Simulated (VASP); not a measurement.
# PbS (Galena) (Fm-3m) in VASP: notebook, part 2 of 2

VASP 6.6.1. The steps go on from the part before.

### 4 Single point, LDA

This run uses another cell than the first one, of 24.23 Å³/atom, 1.051 times its volume.

File INCAR:

```
PREC = Accurate
ENCUT = 520
EDIFF = 1E-6
ISMEAR = 0
SIGMA = 0.01
LREAL = F
LASPH = T
NELM = 100
ALGO = Normal
ISIF = 2
LWAVE = F
LCHARG = F
GGA = CA
NBANDS = 17
```

File KPOINTS:

```
Automatic mesh
0
Gamma
  7 7 7
```

File POSCAR:

```
PbS
1.0
    0.0000000000      2.8935726822      2.8935726822
    2.8935726822      0.0000000000      2.8935726822
    2.8935726822      2.8935726822      0.0000000000
Pb S
1 1
Direct
    0.0000000000      0.0000000000      0.0000000000
    0.5000000000      0.5000000000      0.5000000000
```

Potentials or basis: VASP PAW LDA potentials, release 64 (Pb_d, S).

Started as:

```sh
$ cat potpaw_LDA.64/Pb_d/POTCAR potpaw_LDA.64/S/POTCAR > POTCAR
$ mpirun -np 1 vasp_std > vasp.out
```

OUTCAR:

```text
PREC = Accurate
   ENCUT = 520
   EDIFF = 1E-6
   ISMEAR = 0
   LREAL = F
   LASPH = T
   NELM = 100
   ISIF = 2
   GGA = CA

 ion  position               nearest neighbor table
   1  0.000  0.000  0.000-   2 2.89   2 2.89   2 2.89   2 2.89   2 2.89   2 2.89
   2  0.500  0.500  0.500-   1 2.89   1 2.89   1 2.89   1 2.89   1 2.89   1 2.89

  LATTYP: Found a face centered cubic cell.
 ALAT       =     5.7871453644

  Lattice vectors:

 A1 = (   0.0000000000,   2.8935726822,   2.8935726822)
 A2 = (   2.8935726822,   0.0000000000,   2.8935726822)
 A3 = (   2.8935726822,   2.8935726822,   0.0000000000)

Analysis of symmetry for initial positions (statically):
=====================================================================
 Subroutine PRICEL returns:
 Original cell was already a primitive cell.

 Routine SETGRP: Setting up the symmetry group for a
 face centered cubic supercell.

 Subroutine GETGRP returns: Found 48 space group operations
[... 9 lines left out ...]

[... 145 lines left out ...]
  ---------------------------------------------------
  free energy    TOTEN  =        -9.99301525 eV

  energy without entropy =       -9.99301525  energy(sigma->0) =       -9.99301525

 E-fermi :   6.3316     XC(G=0): -10.3720

 val. band max:        6.2821377633   @ k =   0.4286   0.0000   0.0000
 cond. band min:       7.1251726308   @ k =   0.4286   0.0000   0.0000
 fundamental gap:      0.8430348675
 Fermi energy:         6.3316405218

 k-point     1 :       0.0000    0.0000    0.0000
  band No.  band energies     occupation
      1     -10.3128      2.00000
      2     -10.3128      2.00000
      3     -10.3128      2.00000
      4     -10.3067      2.00000
      5     -10.3067      2.00000
      6      -7.6623      2.00000
[... 377 lines left out ...]
      4     -10.2780      2.00000
      5     -10.2342      2.00000
      6      -5.6019      2.00000
[... 9 lines left out ...]
     16      18.3280      0.00000
     17      19.1569      0.00000

------------------------ aborting loop because EDIFF is reached ----------------------------------------

  FORCE on cell =-STRESS in cart. coord.  units (eV):
  Direction    XX          YY          ZZ          XY          YZ          ZX
  --------------------------------------------------------------------------------------
  -------------------------------------------------------------------------------------
  Total        0.6124362      0.6124362      0.6124362      0.0000000      0.0000000      0.0000000
  in kB       20.2506175     20.2506175     20.2506175      0.0000000      0.0000000      0.0000000
  external PRESSURE =      20.2506175 kB  Pullay stress =       0.0000000 kB

 VOLUME and BASIS-vectors are now :
 -----------------------------------------------------------------------------
  energy-cutoff  :      520.00
  volume of cell :       48.45
      direct lattice vectors                 reciprocal lattice vectors
     0.000000000  2.893572682  2.893572682    -0.172796765  0.172796765  0.172796765
     2.893572682  0.000000000  2.893572682     0.172796765 -0.172796765  0.172796765
     2.893572682  2.893572682  0.000000000     0.172796765  0.172796765 -0.172796765

 POSITION                                       TOTAL-FORCE (eV/Angst)
 -----------------------------------------------------------------------------------
      0.00000      0.00000      0.00000         0.000000      0.000000      0.000000
      2.89357      2.89357      2.89357        -0.000000     -0.000000     -0.000000
 -----------------------------------------------------------------------------------
    total drift:                               -0.000000      0.000000      0.000000

  FREE ENERGIE OF THE ION-ELECTRON SYSTEM (eV)
  ---------------------------------------------------
  free  energy   TOTEN  =        -9.9930152521 eV

  energy  without entropy=       -9.9930152521  energy(sigma->0) =       -9.99301525
```

It took 12 s on 1 thread of Intel Xeon Platinum 8259CL at 2.50GHz (Skylake/Cascade Lake), shared host; peak memory 0.15 GiB.

What came out:

```yaml
Free_energy: -9.9930 eV
Pressure: 2.0 GPa
```

Caveat: this odd mesh misses L, where the gap lies, so gap, dielectric constants and Born charges aren't listed; spin-orbit coupling is left out, which moves the levels of the heavy elements.

### 5 Single point, LDA

This run uses another cell than the first one, of 23.60 Å³/atom, 1.024 times its volume.

File INCAR:

```
PREC = Accurate
ENCUT = 520
EDIFF = 1E-6
ISMEAR = 0
SIGMA = 0.01
LREAL = False
LASPH = True
NELM = 100
ALGO = Normal
ISIF = 2
LWAVE = False
LCHARG = True
LELF = True
LVHAR = True
NBANDS = 17
```

KPOINTS is that of step 4.

File POSCAR:

```
PbS
1.0
    0.0000000000      2.8685697719      2.8685697719
    2.8685697719      0.0000000000      2.8685697719
    2.8685697719      2.8685697719      0.0000000000
Pb S
1 1
Direct
    0.0000000000      0.0000000000      0.0000000000
    0.5000000000      0.5000000000      0.5000000000
```

Started as:

```sh
$ cat potpaw_LDA.64/Pb_d/POTCAR potpaw_LDA.64/S/POTCAR > POTCAR
$ mpirun -np 1 vasp_std > vasp.out
```

Run time: 13 s. Hardware: 1 thread of Intel Xeon Platinum 8259CL at 2.50GHz (Skylake/Cascade Lake), shared host; peak memory 0.15 GiB.

The run converged. Its results:

```
Free energy : -9.9690 eV
Pressure    : 4.0 GPa
```

Levels at points of the mesh, in eV from the Fermi level:
```
           k point  band 6  band 7  band 8  band 9  band 10  band 11  band 12  band 13  band 14  band 15
(0.00, 0.00, 0.00)  -14.25   -5.60   -2.40   -2.40    -2.40     5.65     5.65     5.65     6.67     6.67
```

Caveat: this odd mesh misses L, where the gap lies, so gap, dielectric constants and Born charges aren't listed; spin-orbit coupling is left out, which moves the levels of the heavy elements.

### 6 Single point, LDA

This run uses another cell than the first one, of 24.93 Å³/atom, 1.082 times its volume.

File INCAR:

```
SYSTEM = PbS
  ALGO = Normal
  EDIFF = 1E-7
  ENCUT = 520
  GGA = CA
  ISIF = 2
  ISMEAR = 0
  LASPH = .True.
  LCHARG = .True.
  LELF = .True.
  LREAL = .False.
  LVHAR = .True.
  LWAVE = .False.
  NBANDS = 17
  NELM = 100
  PREC = Accurate
  SIGMA = 0.01
```

File KPOINTS:

```
k-points
0
Gamma
  7 7 7
  0 0 0
```

File POSCAR:

```
PbS
1.0
    0.0000000000      2.9214021791      2.9214021791
    2.9214021791      0.0000000000      2.9214021791
    2.9214021791      2.9214021791      0.0000000000
Pb S
1 1
Direct
    0.0000000000      0.0000000000      0.0000000000
    0.5000000000      0.5000000000      0.5000000000
```

Potentials or basis: VASP PAW LDA potentials, release 64 (Pb_d, S).

Started as:

```sh
$ cat potpaw_LDA.64/Pb_d/POTCAR potpaw_LDA.64/S/POTCAR > POTCAR
$ mpirun -np 1 vasp_std > vasp.out
```

Run time: 11 s. Hardware: 1 thread of Intel Xeon Platinum 8259CL at 2.50GHz (Skylake/Cascade Lake), shared host; peak memory 0.15 GiB.

Results (log left out):

| Item | Value |
| --- | --- |
| Free energy | -10.0027 eV |
| Pressure | 0.1 GPa |

Levels at points of the mesh, in eV from the Fermi level:
```
           k point  band 6  band 7  band 8  band 9  band 10  band 11  band 12  band 13  band 14  band 15
(0.00, 0.00, 0.00)  -13.78   -5.79   -2.18   -2.18    -2.18     5.42     5.42     5.42     6.74     6.74
```

Caveat: this odd mesh misses L, where the gap lies, so gap, dielectric constants and Born charges aren't listed; spin-orbit coupling is left out, which moves the levels of the heavy elements.

### 7 The runs side by side

| cell | pressure (GPa) |
| --- | --- |
| a = 4.025 Å, angles 60.0°, 2 atoms | 6.1 |
| a = 3.995 Å, angles 60.0°, 2 atoms | 8.1 |
| a = 4.092 Å, angles 60.0°, 2 atoms | 2.0 |
| a = 4.057 Å, angles 60.0°, 2 atoms | 4.0 |
| a = 4.131 Å, angles 60.0°, 2 atoms | 0.1 |

Alike in all rows: task single point; level LDA; potentials or basis VASP PAW LDA potentials, release 64 (Pb_d, S); no spin polarisation; k mesh 7 × 7 × 7; cutoff (eV) 520; smearing gaussian 0.01 eV.

Caveats: spin-orbit coupling is left out, which moves the levels of the heavy elements.

Total energies depend on the potentials used, so only differences within one code and one set of settings carry meaning.
